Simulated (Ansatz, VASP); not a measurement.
# One calculation of Si, two programs

```
Si
1.0
     0.00000    2.72185    2.72185
     2.72185    0.00000    2.72185
     2.72185    2.72185    0.00000
Si
2
Cartesian
  1.3609 1.3609 1.3609
  0.0000 0.0000 0.0000
```

Alike in both runs: task single point; functional PBE; k mesh 2 × 2 × 2; no spin polarisation.

|  | VASP | Ansatz |
| --- | --- | --- |
| version | VASP 6.6.1 | Ansatz 0.2.0 |
| potentials or method | VASP PAW PBE potentials, release 64 (Si), cutoff 520 eV | scalar-relativistic, plane waves, PAW |
| occupations | fermi-dirac, width 0.136057 eV | fermi-dirac |
| valence electrons in the cell | 8 | 8 |

```csv
,VASP,Ansatz,Ansatz less VASP
gap on the k mesh at the Fermi level (eV),0.63,0.63,-0.001
least direct gap on the mesh (eV),2.47,2.46,-0.005
pressure (GPa),8.2,8.2,+0.08
```

Ansatz's warnings: optics on partly filled bands.

The k mesh is coarse, so the values compare programs but aren't converged.
